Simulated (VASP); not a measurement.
A run of VASP 6.6.1 is set up as follows.

Contents of INCAR:

```
ALGO = Normal
EDIFF = 1E-6
ENCUT = 500
GGA = PS
GGA_COMPAT = False
ISIF = 2
ISMEAR = -1
LASPH = True
LCHARG = False
LREAL = False
LWAVE = False
NBANDS = 10
NELM = 120
PREC = Accurate
SIGMA = 0.1
```

The input KPOINTS:

```
k-points
0
Gamma
  19 19 19
```

Contents of POSCAR:

```
Ir
1.0
    0.0000000000      1.7483517177      1.7483517177
    1.7483517177      0.0000000000      1.7483517177
    1.7483517177      1.7483517177      0.0000000000
Ir
1
Direct
    0.0000000000      0.0000000000      0.0000000000
```

Potentials or basis: VASP PAW PBE potentials, release 64 (Ir).

Run with:

```sh
$ cat potpaw_PBE.64/Ir/POTCAR > POTCAR
$ mpirun -np 1 vasp_std > vasp.out
```

Problem. What does it give for the pressure?

Solution. 213.6 GPa.

Caveat: the PAW data sets were made with another functional, which shifts forces and pressure a little.
